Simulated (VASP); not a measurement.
Write the native input for VASP 6.6.1 that does the following.

```yaml
Task: single point
Functional: PBE
Potentials_or_basis: VASP PAW PBE potentials, release 64 (Fe)
Cutoff: 520 eV
k_mesh: 4 × 4 × 4
Occupations: fermi-dirac, width 0.05 eV
Spin: collinear spin, ferromagnetic start
Starting_moments: "[3.0] μB"
Dipole_correction: no
Further_INCAR_settings: ALGO = Fast; EDIFF = 1e-06; NBANDS = 14
```

The structure of Fe lies in POSCAR:

```
Fe
1.0
   -1.4430000000      1.4430000000      1.4430000000
    1.4430000000     -1.4430000000      1.4430000000
    1.4430000000      1.4430000000     -1.4430000000
Fe
1
Direct
    0.0000000000      0.0000000000      0.0000000000
```

These files were run (other wordings do the same):

INCAR

```
  ALGO = Fast
  EDIFF = 1E-6
  ENCUT = 520
  GGA = PE
  ISIF = 2
  ISMEAR = -1
  ISPIN = 2
  LASPH = True
  LCHARG = False
  LMAXMIX = 4
  LORBIT = 11
  LREAL = False
  LWAVE = False
  MAGMOM = 3
  NBANDS = 14
  NELM = 150
  PREC = Accurate
  SIGMA = 0.05
```

KPOINTS

```
k-points
0
Gamma
  4 4 4
```

Potentials or basis: VASP PAW PBE potentials, release 64 (Fe).

Launch:

```console
$ cat potpaw_PBE.64/Fe/POTCAR > POTCAR
$ mpirun -np 1 vasp_std > vasp.out
```

It gave:

```yaml
Pressure: -13.9 GPa
Band_gap_on_the_k_mesh: zero (filled and empty bands overlap)
Net_moment: 2.00 μB per cell
Site_moments: Fe +2.00 μB
Valence_electrons_inside_the_program's_atomic_spheres: Fe 7.17
```

Caveat: the k points lie up to 0.77 Å⁻¹ apart.

Run time: 4.2 s on 1 thread of Intel(R) Xeon(R) Platinum 8488C (Sapphire Rapids) (shared host), peak memory 0.13 GiB.
